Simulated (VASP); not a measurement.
# Mn3Cu (Pm-3m) in VASP: settings compared

Mn3Cu is run at these levels: PBEsol, r2SCAN; tasks: single point, relaxation of cell and atoms.

All numbers are computed with VASP 6.6.1; they aren't measurements. Logs are shortened: lines on timing, memory, paths and dates and some standing lists are left out, and cuts for length are marked.

## 1. The cell of the first run

The structure is cubic, space group Pm-3m (No. 221). Conventional cell: a = 3.479 Å, b = 3.479 Å, c = 3.479 Å, α = 90.00°, β = 90.00°, γ = 90.00°. Within 3.2 Å of Mn (site symmetry 4/mmm) lie 8 Mn at 2.46 Å and 4 Cu at 2.46 Å. Cu (site symmetry m-3m) has 12 Mn at 2.46 Å within 3.2 Å.

## 2. Single point, PBEsol

File INCAR:

```
ALGO     = Fast           # electronic algorithm
EDIFF    = 1E-7           # SCF threshold, eV
ENCUT    = 520            # plane-wave cutoff, eV
GGA      = PS             # functional
ISIF     = 2              # what is computed and relaxed
ISMEAR   = 0              # smearing method
LASPH    = True           # aspherical terms in the spheres
LCHARG   = False          # write CHGCAR
LREAL    = False          # projectors in reciprocal space
LWAVE    = False          # write WAVECAR
NBANDS   = 33             # bands
NELM     = 100            # most SCF steps
PREC     = Accurate       # precision mode
SIGMA    = 0.1            # smearing width, eV
```

File KPOINTS:

```
k-points
0
Gamma
  12 12 12
```

File POSCAR:

```
Mn3Cu
1.0
    3.4785201129      0.0000000000      0.0000000000
    0.0000000000      3.4785201129      0.0000000000
    0.0000000000      0.0000000000      3.4785201129
Mn Cu
3 1
Direct
    0.0000000000      0.5000000000      0.5000000000
    0.5000000000      0.0000000000      0.5000000000
    0.5000000000      0.5000000000      0.0000000000
    0.0000000000      0.0000000000      0.0000000000
```

Potentials or basis: VASP PAW PBE potentials, release 64 (Mn_pv, Cu).

Command:

```bash
$ cat potpaw_PBE.64/Mn_pv/POTCAR potpaw_PBE.64/Cu/POTCAR > POTCAR
$ mpirun -np 1 vasp_std > vasp.out
```

OUTCAR:

```text
EDIFF = 1E-7
   ENCUT = 520
   GGA = PS
   ISIF = 2
   ISMEAR = 0
   LASPH = True
   LREAL = False
   NELM = 100
   PREC = Accurate

 ion  position               nearest neighbor table
   1  0.000  0.500  0.500-   2 2.46   3 2.46   4 2.46   3 2.46   4 2.46   2 2.46   4 2.46   4 2.46
                             2 2.46   3 2.46   3 2.46   2 2.46
   2  0.500  0.000  0.500-   1 2.46   3 2.46   4 2.46   3 2.46   4 2.46   1 2.46   3 2.46   3 2.46
                             1 2.46   4 2.46   4 2.46   1 2.46
   3  0.500  0.500  0.000-   1 2.46   2 2.46   4 2.46   1 2.46   2 2.46   2 2.46   4 2.46   2 2.46
                             1 2.46   4 2.46   1 2.46   4 2.46
   4  0.000  0.000  0.000-   1 2.46   2 2.46   3 2.46   1 2.46   2 2.46   1 2.46   3 2.46   1 2.46
                             2 2.46   3 2.46   2 2.46   3 2.46

  LATTYP: Found a simple cubic cell.
 ALAT       =     3.4785201129

  Lattice vectors:

 A1 = (   3.4785201129,   0.0000000000,   0.0000000000)
 A2 = (   0.0000000000,   3.4785201129,   0.0000000000)
 A3 = (   0.0000000000,   0.0000000000,   3.4785201129)

Analysis of symmetry for initial positions (statically):
=====================================================================
 Subroutine PRICEL returns:
 Original cell was already a primitive cell.

 Routine SETGRP: Setting up the symmetry group for a
 simple cubic supercell.

 Subroutine GETGRP returns: Found 48 space group operations
 (whereof 48 operations were pure point group operations)
 out of a pool of 48 trial point group operations.

The static configuration has the point symmetry O_h .

Analysis of symmetry for dynamics (positions and initial velocities):
=====================================================================
 Subroutine PRICEL returns:
 Original cell was already a primitive cell.

 Routine SETGRP: Setting up the symmetry group for a
 simple cubic supercell.

 Subroutine GETGRP returns: Found 48 space group operations
 (whereof 48 operations were pure point group operations)
 out of a pool of 48 trial point group operations.

The dynamic configuration has the point symmetry O_h .

 Subroutine INISYM returns: Found 48 space group operations
 (whereof 48 operations are pure point group operations),
 and found     1 'primitive' translations

----------------------------------------------------------------------------------------

[... 96 lines left out ...]
   EDIFF  = 0.1E-06   stopping-criterion for ELM
   LREAL  =      F    real-space projection
   EDIFFG = 0.1E-05   stopping-criterion for IOM
   NSW    =      0    number of steps for IOM
   IBRION =     -1    ionic relax: 0-MD 1-quasi-New 2-CG
   NFREE  =      0    steps in history (QN), initial steepest desc. (CG)
   ISIF   =      2    stress and relaxation
   ISYM   =      2    0-nonsym 1-usesym 2-fastsym
   POTIM  = 0.5000    time-step for ionic-motion
   TEBEG  =    0.0;   TEEND  =   0.0 temperature during run
   PSTRESS=    0.0 pullay stress
   NELECT =      50.0000    total number of electrons
   NUPDOWN=      -1.0000    fix difference up-down
   EMIN   =  10.00;   EMAX   =-10.00  energy-range for DOS
   EFERMI =   0.00;   METHOD = LEGACY
   ISMEAR =     0;   SIGMA  =   0.10  broadening in eV -4-tet -1-fermi 0-gaus
   EFERMI_NEDOS =   21; number of points for ismear=-14 and -15
   IALGO  =     68    algorithm
   IMIX   =      4    mixing-type and parameters
     AMIX     =   0.40;   BMIX     =  1.00
     AMIX_MAG =   1.60;   BMIX_MAG =  1.00
  volume/ion in A,a.u.               =      10.52        71.01
  Fermi-wavevector in a.u.,A,eV,Ry     =   1.733819  3.276442 40.900838  3.006127
  Thomas-Fermi vector in A             =   2.807732
   LORBIT       =      0    0 simple, 1 ext, 2 COOP (PROOUT), +10 PAW based schemes
   GGA     = PS    functional components
   LHFCALC =     F    Hartree Fock is set to
   AEXX    =    0.0000 exact exchange contribution
   IVDW    =     0    specifies the selected vdW correction
   LEPSILON=     F    determine dielectric tensor
   LRPA    =     F    only Hartree local field effects (RPA)
 non-spin polarized calculation
 RMM-DIIS sequential band-by-band and
 Gauss-broadening in eV      SIGMA  =   0.10
  energy-cutoff  :      520.00
  volume of cell :       42.09
 maximum number of plane-waves:      1149
 NGX is ok and might be reduce to    28
   NGX = 13   NGY = 13   NGZ = 13

 number of electron      50.0000025 magnetization

 Free energy of the ion-electron system (eV)
  ---------------------------------------------------
  ext. energy  EPLUGINS =         0.00000000
  ---------------------------------------------------
  free energy    TOTEN  =       -32.47083358 eV

  energy without entropy =      -32.44035496  energy(sigma->0) =      -32.45559427

 E-fermi :  10.4714     XC(G=0): -14.1493

 val. band max:       10.4568980257   @ k =   0.4167   0.4167   0.1667
 cond. band min:      10.4719194426   @ k =   0.3333   0.1667   0.0833
 fundamental gap:      0.0150214169
 Fermi energy:        10.4713854948

 k-point     1 :       0.0000    0.0000    0.0000
  band No.  band energies     occupation
      1     -37.8335      2.00000
      2     -37.8335      2.00000
      3     -37.8335      2.00000
      4     -37.4958      2.00000
      5     -37.4958      2.00000
      6     -37.4958      2.00000
[... 853 lines left out ...]
     32      14.1230      0.00000
     33      15.5970      0.00000

 [... further k-points ...]

------------------------ aborting loop because EDIFF is reached ----------------------------------------

  FORCE on cell =-STRESS in cart. coord.  units (eV):
  Direction    XX          YY          ZZ          XY          YZ          ZX
  --------------------------------------------------------------------------------------
  -------------------------------------------------------------------------------------
  Total        0.0633917      0.0633917      0.0633917      0.0000000      0.0000000     -0.0000000
  in kB        2.4130135      2.4130135      2.4130135      0.0000000      0.0000000     -0.0000000
  external PRESSURE =       2.4130135 kB  Pullay stress =       0.0000000 kB

 VOLUME and BASIS-vectors are now :
 -----------------------------------------------------------------------------
  energy-cutoff  :      520.00
  volume of cell :       42.09
      direct lattice vectors                 reciprocal lattice vectors
     3.478520113  0.000000000  0.000000000     0.287478574  0.000000000  0.000000000
     0.000000000  3.478520113  0.000000000     0.000000000  0.287478574  0.000000000
     0.000000000  0.000000000  3.478520113     0.000000000  0.000000000  0.287478574

 POSITION                                       TOTAL-FORCE (eV/Angst)
 -----------------------------------------------------------------------------------
      0.00000      1.73926      1.73926         0.000000      0.000000      0.000000
      1.73926      0.00000      1.73926         0.000000      0.000000      0.000000
      1.73926      1.73926      0.00000         0.000000      0.000000      0.000000
      0.00000      0.00000      0.00000         0.000000      0.000000      0.000000
 -----------------------------------------------------------------------------------
    total drift:                                0.000000      0.000000      0.000000

  FREE ENERGIE OF THE ION-ELECTRON SYSTEM (eV)
  ---------------------------------------------------
  free  energy   TOTEN  =       -32.4708335817 eV

  energy  without entropy=      -32.4403549636  energy(sigma->0) =      -32.45559427
```

OSZICAR:

```text
N       E                     dE             d eps       ncg     rms          rms(c)
DAV:   1     0.535391614260E+03    0.53539E+03   -0.27608E+04  5928   0.234E+03
DAV:   2    -0.222092049123E+01   -0.53761E+03   -0.51883E+03  5581   0.558E+02
[... 13 lines left out ...]
RMM:  16    -0.324708328136E+02   -0.19477E-05   -0.45462E-05  7018   0.428E-02    0.653E-03
RMM:  17    -0.324708336222E+02   -0.80859E-06   -0.82942E-06  6359   0.294E-02    0.516E-03
RMM:  18    -0.324708338127E+02   -0.19049E-06   -0.41371E-06  6236   0.126E-02    0.254E-03
RMM:  19    -0.324708336831E+02    0.12965E-06   -0.51660E-07  4122   0.536E-03    0.136E-03
RMM:  20    -0.324708335494E+02    0.13372E-06   -0.13588E-07  3148   0.438E-03    0.304E-04
RMM:  21    -0.324708335817E+02   -0.32320E-07   -0.42469E-08  2926   0.217E-03
   1 F= -.32470834E+02 E0= -.32455594E+02  d E =-.304786E-01
```

It took 2.9 min on 1 thread of Intel Xeon Platinum 8488C (Sapphire Rapids), shared host; peak memory 0.22 GiB.

What came out:

```yaml
Free_energy: -32.4708 eV
Pressure: 0.2 GPa
Band_gap_on_the_k_mesh: zero (bands 25 and 26 overlap by 1.36 eV)
```

Levels at points of the mesh, in eV from the Fermi level:
| k point | band 23 | band 24 | band 25 | band 26 | band 27 | band 28 |
| --- | --- | --- | --- | --- | --- | --- |
| (0.00, 0.00, 0.00) | 0.35 | 0.35 | 0.92 | 0.92 | 1.56 | 1.92 |
| (0.50, 0.00, 0.00) | -0.80 | -0.79 | -0.30 | -0.06 | -0.06 | 0.16 |
| (0.50, 0.50, 0.00) | -0.84 | -0.84 | -0.44 | -0.44 | -0.40 | 0.33 |
| (0.50, 0.50, 0.50) | -0.49 | -0.49 | 0.28 | 0.28 | 0.28 | 0.35 |

Caveat: the PAW data sets were made with another functional, which shifts forces and pressure a little; the run has no spin polarisation, though such a crystal can be magnetic.

## 3. Single point, r2SCAN

This run uses another cell than the first one, of 10.56 Å³/atom.

File POSCAR:

```
Mn3Cu
1.0
    3.4823879964      0.0000000000      0.0000000000
    0.0000000000      3.4823879964      0.0000000000
    0.0000000000      0.0000000000      3.4823879964
Mn Cu
3 1
Direct
    0.0000000000      0.5000000000      0.5000000000
    0.5000000000      0.0000000000      0.5000000000
    0.5000000000      0.5000000000      0.0000000000
    0.0000000000      0.0000000000      0.0000000000
```

File INCAR.step1:

```
ALGO = Normal ; EDIFF = 1E-4
ENCUT = 520 ; GGA = PE
ISMEAR = 0 ; LASPH = T
LCHARG = F ; LREAL = F
LWAVE = T ; NBANDS = 33
NELM = 80 ; PREC = Accurate
SIGMA = 0.1
```

File INCAR.step2:

```
ALGO = Normal ; EDIFF = 1E-6
ENCUT = 520 ; ISIF = 2
ISMEAR = 0 ; ISTART = 1
LASPH = T ; LCHARG = F
LMIXTAU = T ; LREAL = F
LWAVE = F ; METAGGA = R2SCAN
NBANDS = 33 ; NELM = 80
PREC = Accurate ; SIGMA = 0.1
```

KPOINTS is that of step 2.

Potentials or basis: VASP PAW PBE potentials, release 64 (Mn_pv, Cu).

Command:

```bash
$ cat potpaw_PBE.64/Mn_pv/POTCAR potpaw_PBE.64/Cu/POTCAR > POTCAR
$ cp INCAR.step1 INCAR
$ mpirun -np 1 vasp_std > vasp.out
$ cp INCAR.step2 INCAR
$ mpirun -np 1 vasp_std > vasp.out
```

Run time: 7.3 min. Hardware: 1 thread of Intel Xeon Platinum 8488C (Sapphire Rapids), shared host; peak memory 0.23 GiB.

It converged, with:

```
Free energy            : -52.7766 eV
Pressure               : 2.6 GPa
Band gap on the k mesh : zero (bands 25 and 26 overlap by 1.45 eV)
```

Levels at points of the mesh, in eV from the Fermi level:
```csv
k point,band 21,band 22,band 23,band 24,band 25,band 26,band 27,band 28,band 29,band 30
"(0.00, 0.00, 0.00)",-1.60,0.48,0.48,0.48,1.06,1.06,1.46,1.79,1.79,1.79
"(0.50, 0.00, 0.00)",-1.25,-1.25,-0.94,-0.87,-0.22,-0.05,-0.05,0.13,0.29,1.04
"(0.50, 0.50, 0.00)",-2.37,-2.37,-1.01,-1.01,-0.53,-0.39,-0.39,0.18,0.51,1.73
"(0.50, 0.50, 0.50)",-1.64,-0.64,-0.64,-0.64,0.10,0.38,0.38,0.38,0.77,0.77
```

Caveat: the PAW data sets were made with another functional, which shifts forces and pressure a little; the run has no spin polarisation, though such a crystal can be magnetic.

## 4. Relaxation of cell and atoms, PBEsol

This run uses another cell than the first one, of 10.56 Å³/atom.

File INCAR:

```
SYSTEM = Mn3Cu
PREC = Accurate
ENCUT = 600
EDIFF = 1E-6
ISMEAR = 0
SIGMA = 0.1
LREAL = .FALSE.
LASPH = .TRUE.
NELM = 60
ALGO = Fast
ISIF = 3
LWAVE = .FALSE.
LCHARG = .FALSE.
GGA = PS
IBRION = 2
NSW = 80
EDIFFG = -0.01
```

File KPOINTS:

```
regular mesh
0
G
  12 12 12
  0 0 0
```

POSCAR is that of step 3.

Command:

```bash
$ cat potpaw_PBE.64/Mn_pv/POTCAR potpaw_PBE.64/Cu/POTCAR > POTCAR
$ mpirun -np 1 vasp_std > vasp.out
```

Run time: 5.3 min. Hardware: 1 thread of Intel Xeon Platinum 8488C (Sapphire Rapids), shared host; peak memory 0.24 GiB.

Results (log left out):

```
Free energy                           : -32.4708 eV
Relaxed volume                        : 10.53 Å³/atom
Relaxed cell                          : a = 3.479 Å, b = 3.479 Å, c = 3.479 Å, α = 90.00°, β = 90.00°, γ = 90.00°
Space group after relaxing (to 0.1 Å) : Pm-3m (No. 221)
Energy gained by relaxing             : 0.1 meV/atom
Ionic steps                           : 3
Pressure after relaxing               : 0.1 GPa
Band gap on the k mesh                : zero (bands 25 and 26 overlap by 1.36 eV)
```

The path:
| step | energy change (eV) | largest force (eV/Å) | pressure (GPa) | volume (Å³) |
| --- | --- | --- | --- | --- |
| 1 | 0.0000 | 0.0000 | -0.69 | 42.23 |
| 2 | 0.0003 | 0.0000 | 1.27 | 41.95 |
| 3 | -0.0002 | 0.0000 | 0.11 | 42.11 |

Final structure:
```
CELL_PARAMETERS angstrom
3.47910 0.00000 0.00000
0.00000 3.47910 0.00000
0.00000 0.00000 3.47910
ATOMIC_POSITIONS crystal
Mn 0.00000 0.50000 0.50000
Mn 0.50000 0.00000 0.50000
Mn 0.50000 0.50000 0.00000
Cu 0.00000 0.00000 0.00000
```

Levels at points of the mesh, in eV from the Fermi level:
| k point | band 21 | band 22 | band 23 | band 24 | band 25 | band 26 | band 27 | band 28 | band 29 | band 30 |
| --- | --- | --- | --- | --- | --- | --- | --- | --- | --- | --- |
| (0.00, 0.00, 0.00) | -1.45 | 0.35 | 0.35 | 0.35 | 0.92 | 0.92 | 1.56 | 1.92 | 1.92 | 1.92 |
| (0.50, 0.00, 0.00) | -1.07 | -1.07 | -0.80 | -0.79 | -0.30 | -0.06 | -0.06 | 0.16 | 0.19 | 0.94 |
| (0.50, 0.50, 0.00) | -2.21 | -2.21 | -0.84 | -0.84 | -0.44 | -0.44 | -0.40 | 0.33 | 0.33 | 1.65 |
| (0.50, 0.50, 0.50) | -1.47 | -0.49 | -0.49 | -0.49 | 0.28 | 0.28 | 0.28 | 0.35 | 0.60 | 0.60 |

Caveat: the PAW data sets were made with another functional, which shifts forces and pressure a little; the run has no spin polarisation, though such a crystal can be magnetic.

## 5. Single point, PBEsol, collinear spin, ferromagnetic start

This run uses another cell than the first one, of 10.56 Å³/atom.

File INCAR:

```
PREC     = Accurate       # precision mode
ENCUT    = 520            # plane-wave cutoff, eV
EDIFF    = 1E-7           # SCF threshold, eV
ISMEAR   = 0              # smearing method
SIGMA    = 0.1            # smearing width, eV
LREAL    = F              # projectors in reciprocal space
LASPH    = T              # aspherical terms in the spheres
NELM     = 150            # most SCF steps
ALGO     = Normal         # electronic algorithm
ISIF     = 2              # what is computed and relaxed
LWAVE    = F              # write WAVECAR
LCHARG   = F              # write CHGCAR
ISPIN    = 2              # spin polarisation
MAGMOM   = 4 4 4 0        # initial moments
LORBIT   = 11             # projections on sites
LMAXMIX  = 4              # l up to which the mixer works
GGA      = PS             # functional
NBANDS   = 37             # bands
```

File KPOINTS:

```
Automatic mesh
0
Gamma
  12 12 12
```

POSCAR is that of step 4.

Command:

```bash
$ cat potpaw_PBE.64/Mn_pv/POTCAR potpaw_PBE.64/Cu/POTCAR > POTCAR
$ mpirun -np 1 vasp_std > vasp.out
```

Run time: 5.6 min. Hardware: 1 thread of Intel Xeon Platinum 8488C (Sapphire Rapids), shared host; peak memory 0.31 GiB.

Results (log left out):

| Property | Result |
| --- | --- |
| Free energy | -32.4776 eV |
| Pressure | 0.4 GPa |
| Net moment | 1.31 μB per cell |
| Site moments | Mn +0.44; Cu -0.02 μB |
| Valence electrons inside the program's atomic spheres | Mn 11.96; Cu 10.30 |

Levels at points of the mesh, in eV from the Fermi level:
Spin up:
```csv
k point,band 22,band 23,band 24,band 25,band 26,band 27,band 28,band 29
"(0.00, 0.00, 0.00)",0.23,0.23,0.23,0.62,0.62,1.30,1.79,1.79
"(0.50, 0.00, 0.00)",-1.15,-0.99,-0.94,-0.56,-0.18,-0.18,-0.05,0.05
"(0.50, 0.50, 0.00)",-2.37,-0.92,-0.92,-0.70,-0.70,-0.63,0.17,0.22
"(0.50, 0.50, 0.50)",-0.48,-0.48,-0.48,0.05,0.05,0.05,0.31,0.46
```
Spin down:
```tsv
k point	band 20	band 21	band 22	band 23	band 24	band 25	band 26	band 27	band 28	band 29
(0.00, 0.00, 0.00)	-1.27	-1.27	0.54	0.54	0.54	1.31	1.31	1.88	2.11	2.11
(0.50, 0.00, 0.00)	-2.50	-0.91	-0.91	-0.58	-0.52	0.05	0.14	0.14	0.34	0.51
(0.50, 0.50, 0.00)	-2.27	-1.97	-1.97	-0.68	-0.68	-0.11	-0.08	-0.08	0.52	0.55
(0.50, 0.50, 0.50)	-1.23	-1.23	-0.44	-0.44	-0.44	0.42	0.61	0.61	0.61	0.81
```

Caveat: the PAW data sets were made with another functional, which shifts forces and pressure a little.

## 6. Summary

```tsv
task	level	spin	cell	cutoff (eV)	gap on the mesh (eV)	pressure (GPa)
single point	PBEsol	off	a = 3.479 Å, 4 atoms	520	none	0.2
single point	r2SCAN	off	a = 3.482 Å, 4 atoms	520	none	2.6
relaxation of cell and atoms	PBEsol	off	relaxed from a = 3.482 Å, 4 atoms	600	none	0.1
single point	PBEsol	collinear, ferromagnetic start	a = 3.482 Å, 4 atoms	520	none	0.4
```

Alike in all rows: potentials or basis VASP PAW PBE potentials, release 64 (Mn_pv, Cu); k mesh 12 × 12 × 12; smearing gaussian 0.1 eV.

Caveats: the PAW data sets were made with another functional, which shifts forces and pressure a little.

Absolute energies hang on the potentials; compare differences alone.
